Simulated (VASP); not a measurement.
# Ga3N3F in VASP: single point with PBE

Aim: the single point of Ga3N3F with PBE.

Everything below comes from runs of VASP 6.6.1. Logs are shortened: lines on timing, memory, paths and dates and some standing lists are left out, and cuts for length are marked.

## Step 1: The cell of the first run

The cell holds a slab with vacuum, 7 atoms: a = 3.216 Å, b = 3.216 Å, c = 21.219 Å, α = 90.00°, β = 90.00°, γ = 90.00°.

## Step 2: Single point, PBE, collinear spin, ferromagnetic start

Contents of INCAR:

```
PREC = Accurate
ENCUT = 520
EDIFF = 1E-7
ISMEAR = 0
SIGMA = 0.05
LREAL = F
LASPH = T
NELM = 150
ALGO = Normal
ISIF = 2
LWAVE = F
LCHARG = F
ISPIN = 2
MAGMOM = 0 0 0 0 0 0 1
LORBIT = 11
LDIPOL = T
IDIPOL = 3
DIPOL = 0.5 0.5 0.354
GGA = PE
NBANDS = 44
```

Contents of KPOINTS:

```
Automatic mesh
0
Gamma
  8 8 1
```

Contents of POSCAR:

```
Ga3N3F
1.0
    3.2162589369      0.0000000000      0.0000000000
    0.0000000000      3.2162589369      0.0000000000
    0.0000000000      0.0000000000     21.2191304883
N Ga F
3 3 1
Direct
    0.0000000000      0.5000000000      0.1885091381
    0.5000000000      0.0000000000      0.2956878233
    0.0000000000      0.5000000000      0.4029985063
    0.5000000000      0.5000000000      0.2420984807
    0.0000000000      0.0000000000      0.3470956739
    0.5000000000      0.5000000000      0.4580362279
    0.5000000000      0.5000000000      0.5401340701
```

Potentials or basis: VASP PAW PBE potentials, release 64 (N, Ga_d, F).

On the command line:

```bash
> cat potpaw_PBE.64/N/POTCAR potpaw_PBE.64/Ga_d/POTCAR potpaw_PBE.64/F/POTCAR > POTCAR
> mpirun -np 1 vasp_std > vasp.out
```

OUTCAR:

```text
PREC = Accurate
   ENCUT = 520
   EDIFF = 1E-7
   ISMEAR = 0
   LREAL = F
   LASPH = T
   NELM = 150
   ISIF = 2
   ISPIN = 2
   LORBIT = 11
   GGA = PE

 ion  position               nearest neighbor table
   1  0.000  0.500  0.189-   4 1.97   4 1.97
   2  0.500  0.000  0.296-   5 1.94   5 1.94   4 1.97   4 1.97
   3  0.000  0.500  0.403-   6 1.99   6 1.99   5 2.00   5 2.00
   4  0.500  0.500  0.242-   1 1.97   2 1.97   2 1.97   1 1.97
   5  0.000  0.000  0.347-   2 1.94   2 1.94   3 2.00   3 2.00
   6  0.500  0.500  0.458-   7 1.74   3 1.99   3 1.99
   7  0.500  0.500  0.540-   6 1.74

  LATTYP: Found a simple tetragonal cell.
 ALAT       =     3.2162589369
 C/A-ratio  =     6.5974571403

  Lattice vectors:

 A1 = (   3.2162589369,   0.0000000000,   0.0000000000)
 A2 = (   0.0000000000,   3.2162589369,   0.0000000000)
 A3 = (   0.0000000000,   0.0000000000,  21.2191304883)

Analysis of symmetry for initial positions (statically):
=====================================================================
 Subroutine PRICEL returns:
 Original cell was already a primitive cell.

 Routine SETGRP: Setting up the symmetry group for a
 simple tetragonal supercell.

 Subroutine GETGRP returns: Found  4 space group operations
 (whereof  4 operations were pure point group operations)
 out of a pool of 16 trial point group operations.

The static configuration has the point symmetry C_2v.

Analysis of symmetry for dynamics (positions and initial velocities):
=====================================================================
 Subroutine PRICEL returns:
 Original cell was already a primitive cell.

 Routine SETGRP: Setting up the symmetry group for a
 simple tetragonal supercell.

 Subroutine GETGRP returns: Found  4 space group operations
 (whereof  4 operations were pure point group operations)
 out of a pool of 16 trial point group operations.

The dynamic configuration has the point symmetry C_2v.

Analysis of structural, dynamic, and magnetic symmetry:
=====================================================================
 Subroutine PRICEL returns:
 Original cell was already a primitive cell.

 Routine SETGRP: Setting up the symmetry group for a
 simple tetragonal supercell.

 Subroutine GETGRP returns: Found  4 space group operations
 (whereof  4 operations were pure point group operations)
 out of a pool of 16 trial point group operations.

The overall configuration has the point symmetry C_2v.

 Subroutine INISYM returns: Found  4 space group operations
 (whereof  4 operations are pure point group operations),
 and found     1 'primitive' translations

----------------------------------------------------------------------------------------

                                     Primitive cell

  volume of cell :     219.4975

  direct lattice vectors                    reciprocal lattice vectors
     3.216258937  0.000000000  0.000000000     0.310920240  0.000000000  0.000000000
     0.000000000  3.216258937  0.000000000     0.000000000  0.310920240  0.000000000
     0.000000000  0.000000000 21.219130488     0.000000000  0.000000000  0.047127285

  length of vectors
     3.216258937  3.216258937 21.219130488     0.310920240  0.310920240  0.047127285

  position of ions in fractional coordinates (direct lattice)
     0.000000000  0.500000000  0.188509138
     0.500000000  0.000000000  0.295687823
     0.000000000  0.500000000  0.402998506
     0.500000000  0.500000000  0.242098481
     0.000000000  0.000000000  0.347095674
     0.500000000  0.500000000  0.458036228
     0.500000000  0.500000000  0.540134070

  ion indices of the primitive-cell ions
   primitive index   ion index
                 1           1
                 2           2
                 3           3
                 4           4
                 5           5
                 6           6
                 7           7

----------------------------------------------------------------------------------------

 KPOINTS: Automatic mesh

Automatic generation of k-mesh.
 Grid dimensions read from file:
 generate k-points for:    8    8    1

 Generating k-lattice:

  Cartesian coordinates                     Fractional coordinates (reciprocal lattice)
     0.038865030  0.000000000  0.000000000     0.125000000  0.000000000  0.000000000
     0.000000000  0.038865030  0.000000000     0.000000000  0.125000000  0.000000000
[... 52 lines left out ...]
   LNONCOLLINEAR =      F non collinear calculations
   LSORBIT =      F    spin-orbit coupling
   LASPH  =      T    aspherical Exc in radial PAW
   ENCUT  =  520.0 eV  38.22 Ry    6.18 a.u.   5.98  5.98 39.45*2*pi/ulx,y,z
   NELM   =    150;   NELMIN=  2; NELMDL= -5     # of ELM steps
   EDIFF  = 0.1E-06   stopping-criterion for ELM
   LREAL  =      F    real-space projection
   EDIFFG = 0.1E-05   stopping-criterion for IOM
   NSW    =      0    number of steps for IOM
   IBRION =     -1    ionic relax: 0-MD 1-quasi-New 2-CG
   NFREE  =      0    steps in history (QN), initial steepest desc. (CG)
   ISIF   =      2    stress and relaxation
   ISYM   =      2    0-nonsym 1-usesym 2-fastsym
   POTIM  = 0.5000    time-step for ionic-motion
   TEBEG  =    0.0;   TEEND  =   0.0 temperature during run
   PSTRESS=    0.0 pullay stress
   NELECT =      61.0000    total number of electrons
   NUPDOWN=      -1.0000    fix difference up-down
   EMIN   =  10.00;   EMAX   =-10.00  energy-range for DOS
   EFERMI =   0.00;   METHOD = LEGACY
   ISMEAR =     0;   SIGMA  =   0.05  broadening in eV -4-tet -1-fermi 0-gaus
   EFERMI_NEDOS =   21; number of points for ismear=-14 and -15
   IALGO  =     38    algorithm
   IMIX   =      4    mixing-type and parameters
     AMIX     =   0.40;   BMIX     =  1.00
     AMIX_MAG =   1.60;   BMIX_MAG =  1.00
  volume/ion in A,a.u.               =      31.36       211.61
  Fermi-wavevector in a.u.,A,eV,Ry     =   1.068337  2.018864 15.528925  1.141344
  Thomas-Fermi vector in A             =   2.203982
   LORBIT       =     11    0 simple, 1 ext, 2 COOP (PROOUT), +10 PAW based schemes
   GGA     = PE    functional components
   LHFCALC =     F    Hartree Fock is set to
   AEXX    =    0.0000 exact exchange contribution
   IVDW    =     0    specifies the selected vdW correction
   LEPSILON=     F    determine dielectric tensor
   LRPA    =     F    only Hartree local field effects (RPA)
 spin polarized calculation
 Gauss-broadening in eV      SIGMA  =   0.05
  energy-cutoff  :      520.00
  volume of cell :      219.50
 maximum number of plane-waves:      5966
   NGX = 11   NGY = 11   NGZ = 79

 dipolmoment           0.000000      0.000000      0.249282 electrons x Angstroem

 number of electron      61.0000012 magnetization      -0.0001581

 number of electron      61.0000012 magnetization       0.0011705

 dipolmoment           0.000000      0.000000     -0.081852 electrons x Angstroem

 Free energy of the ion-electron system (eV)
  ---------------------------------------------------
  ext. energy  EPLUGINS =         0.00000000
  ---------------------------------------------------
  free energy    TOTEN  =       -36.21988524 eV

  energy without entropy =      -36.21485048  energy(sigma->0) =      -36.21736786

 E-fermi :  -2.7745     XC(G=0):  -4.9445

 val. band max:       -2.7843486338   @ k =  -0.1250   0.2500   0.0000
 cond. band min:      -2.7512389507   @ k =   0.2500   0.2500   0.0000
 fundamental gap:      0.0331096831
 Fermi energy:        -2.7744828310

 spin component 1

 k-point     1 :       0.0000    0.0000    0.0000
  band No.  band energies     occupation
      1     -26.7445      1.00000
      2     -19.9763      1.00000
      3     -18.9715      1.00000
      4     -18.5221      1.00000
      5     -18.5174      1.00000
      6     -18.5044      1.00000
[... 1069 lines left out ...]
     41       6.8949      0.00000
     42       7.7784      0.00000

 [... further k-points ...]

 spin component 2

 k-point     1 :       0.0000    0.0000    0.0000
  band No.  band energies     occupation
      1     -26.7440      1.00000
      2     -19.9762      1.00000
      3     -18.9722      1.00000
      4     -18.5218      1.00000
      5     -18.5171      1.00000
      6     -18.5035      1.00000
[... 1069 lines left out ...]
     41       6.8945      0.00000
     42       7.7797      0.00000

 [... further k-points ...]

 [bands above 42 left out]

------------------------ aborting loop because EDIFF is reached ----------------------------------------

 vacuum level on the upper side and lower side of the slab       (xc-potential included)        -0.729         0.646

  FORCE on cell =-STRESS in cart. coord.  units (eV):
  Direction    XX          YY          ZZ          XY          YZ          ZX
  --------------------------------------------------------------------------------------
  -------------------------------------------------------------------------------------
  Total       -0.9741068      1.6113027     -1.8649992      0.0000000      0.0000000      0.0000000
  in kB       -7.1102941     11.7613758    -13.6131816      0.0000000      0.0000000      0.0000000
  external PRESSURE =      -2.9873666 kB  Pullay stress =       0.0000000 kB

 VOLUME and BASIS-vectors are now :
 -----------------------------------------------------------------------------
  energy-cutoff  :      520.00
  volume of cell :      219.50
      direct lattice vectors                 reciprocal lattice vectors
     3.216258937  0.000000000  0.000000000     0.310920240  0.000000000  0.000000000
     0.000000000  3.216258937  0.000000000     0.000000000  0.310920240  0.000000000
     0.000000000  0.000000000 21.219130488     0.000000000  0.000000000  0.047127285

 POSITION                                       TOTAL-FORCE (eV/Angst)
 -----------------------------------------------------------------------------------
      0.00000      1.60813      4.00000         0.000000      0.000000      1.462444
      1.60813      0.00000      6.27424         0.000000      0.000000      1.496448
      0.00000      1.60813      8.55128         0.000000      0.000000      1.841297
      1.60813      1.60813      5.13712         0.000000      0.000000     -2.540522
      0.00000      0.00000      7.36507         0.000000      0.000000     -0.841270
      1.60813      1.60813      9.71913         0.000000      0.000000     -1.571194
      1.60813      1.60813     11.46118         0.000000      0.000000      0.152796
 -----------------------------------------------------------------------------------
    total drift:                                0.000000     -0.000000      0.000509

  FREE ENERGIE OF THE ION-ELECTRON SYSTEM (eV)
  ---------------------------------------------------
  free  energy   TOTEN  =       -36.2198852425 eV

  energy  without entropy=      -36.2148504763  energy(sigma->0) =      -36.21736786

 vacuum level on the upper side and lower side of the slab         4.064         5.480

 total charge

# of ion       s       p       d       tot
------------------------------------------
    1        1.319   2.144   0.000   3.464
    2        1.244   2.478   0.000   3.721
    3        1.256   2.421   0.000   3.677
    4        0.801   0.867  10.145  11.812
    5        0.798   0.846  10.156  11.801
    6        0.819   0.756  10.139  11.714
    7        1.749   4.295   0.000   6.044
--------------------------------------------------
tot          7.986  13.807  30.440  52.233

 magnetization (x)

# of ion       s       p       d       tot
------------------------------------------
    1       -0.000  -0.001   0.000  -0.001
    2       -0.000  -0.001   0.000  -0.001
    3        0.000  -0.000   0.000   0.000
    4       -0.000  -0.000  -0.000  -0.001
    5        0.000   0.000   0.000   0.000
    6        0.000   0.001   0.000   0.001
    7        0.000   0.000   0.000   0.000
--------------------------------------------------
tot         -0.000  -0.000  -0.000  -0.001
```

Wall time 53 min (1 thread of Intel Xeon Platinum 8259CL at 2.50GHz (Skylake/Cascade Lake), shared host); peak memory 0.58 GiB.

Results:

| Property | Result |
| --- | --- |
| Free energy | -36.2199 eV |
| Largest force | 2.541 eV/Å |
| Net moment | 0.00 μB per cell |
| Valence electrons inside the program's atomic spheres | N 3.46, 3.72, 3.68; Ga 11.81, 11.80, 11.71; F 6.04 |

Forces on the atoms (eV/Å):
```
N    0.000  0.000  1.462
N    0.000  0.000  1.496
N    0.000  0.000  1.841
Ga   0.000  0.000 -2.541
Ga   0.000  0.000 -0.841
Ga   0.000  0.000 -1.571
F    0.000  0.000  0.153
```
